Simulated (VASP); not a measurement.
Here is a VASP 6.6.1 calculation.

Contents of INCAR:

```
SYSTEM = K2SnBr4
PREC     = Accurate       ! precision mode
ENCUT    = 520            ! plane-wave cutoff, eV
EDIFF    = 1E-6           ! SCF threshold, eV
ISMEAR   = -1             ! smearing method
SIGMA    = 0.05           ! smearing width, eV
LREAL    = .False.        ! projectors in reciprocal space
LASPH    = .True.         ! aspherical terms in the spheres
NELM     = 100            ! most SCF steps
ALGO     = Normal         ! electronic algorithm
ISIF     = 2              ! what is computed and relaxed
LWAVE    = .False.        ! write WAVECAR
LCHARG   = .False.        ! write CHGCAR
GGA      = PS             ! functional
NBANDS   = 39             ! bands
```

Contents of KPOINTS:

```
regular mesh
0
Gamma
  4 4 4
  0 0 0
```

Contents of POSCAR:

```
K2SnBr4
1.0
   -3.0194558223      3.0028828931      8.1609335504
    3.0327868577     -3.0035500310      8.1607847188
    2.8018759433      2.7896661859     -8.1588800350
K Sn Br
2 1 4
Direct
    0.6828913956      0.5262829290     -0.0807175063
    0.3900630373      0.2337767603     -0.0809975645
   -0.0073140998      0.0252387992      0.0206019737
   -0.0624520262      0.5235474710      0.4642801702
    0.4947835901     -0.0220672648      0.4750409249
    0.8363358275      0.9307215378      0.1238134560
    0.1904504991      0.2853412687      0.1243674746
```

Potentials or basis: VASP PAW PBE potentials, release 64 (K_sv, Sn_d, Br).

Launch:

```sh
$ cat potpaw_PBE.64/K_sv/POTCAR potpaw_PBE.64/Sn_d/POTCAR potpaw_PBE.64/Br/POTCAR > POTCAR
$ mpirun -np 1 vasp_std > vasp.out
```

Problem. Estimate the pressure.

Solution. 0.0 GPa.

Problem. Estimate the band gap on the k mesh.

Solution. 1.49 eV.

Forces in eV/Å, atoms in the order of the input:
```
K    0.003 -0.002 -0.001
K    0.002 -0.001  0.001
Sn  -0.003  0.001  0.000
Br   0.003  0.003  0.001
Br  -0.005 -0.002  0.000
Br   0.000  0.000  0.001
Br  -0.001  0.001 -0.001
```

Caveat: the PAW data sets were made with another functional, which shifts forces and pressure a little; spin-orbit coupling is left out, which moves the levels of the heavy elements. A k mesh can miss the band edges.
